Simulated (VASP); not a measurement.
**SiC: single point with SVWN5**

The system is SiC.

```xyz
8
Lattice="3.0757 0.0000 0.0000 -1.5378 2.6636 0.0000 0.0000 0.0000 10.0706" Properties=species:S:1:pos:R:3 pbc="T T T"
Si    0.0000    0.0000    1.8922
Si    0.0000    0.0000    6.9275
Si    0.0000    1.7758    4.4094
Si    1.5378    0.8879    9.4447
C     0.0000    0.0000    0.0046
C     0.0000    0.0000    5.0400
C     0.0000    1.7758    2.5157
C     1.5378    0.8879    7.5510
```

```yaml
Program: VASP 6.6.1
Task: single point
Functional: SVWN5
Potentials_or_basis: VASP PAW PBE potentials, release 64 (Si, C)
Cutoff: 520 eV
k_mesh: 10 × 10 × 3
Occupations: fermi-dirac, width 0.05 eV
Spin: no spin polarisation
Dipole_correction: no
Further_INCAR_settings: ALGO = Normal; EDIFF = 1e-07; NBANDS = 26
```

```json
{
  "Pressure": "-2.6 GPa",
  "Largest force": "0.005 eV/Å",
  "Band gap on the k mesh": "2.18 eV, indirect (least direct gap 3.31 eV)"
}
```

Forces on the atoms (eV/Å):
```
Si   0.000  0.000 -0.005
Si   0.000  0.000 -0.005
Si   0.000  0.000  0.004
Si   0.000  0.000  0.004
C    0.000  0.000 -0.001
C    0.000  0.000 -0.001
C    0.000  0.000  0.002
C    0.000  0.000  0.002
```

Levels at points of the mesh, in eV from the valence-band top:
```tsv
k point	band 13	band 14	band 15	band 16	band 17	band 18	band 19	band 20
(0.00, 0.00, 0.00)	-0.59	-0.05	0.00	0.00	5.08	5.64	6.28	6.35
(0.50, 0.00, 0.00)	-2.38	-2.24	-1.60	-1.13	2.18	2.29	4.14	4.68
```

Wall time 38 s on 1 thread of Intel(R) Xeon(R) Platinum 8488C (Sapphire Rapids) (shared host), peak memory 0.19 GiB.

Caveat: the PAW data sets were made with another functional, which shifts forces and pressure a little. A k mesh can miss the band edges.
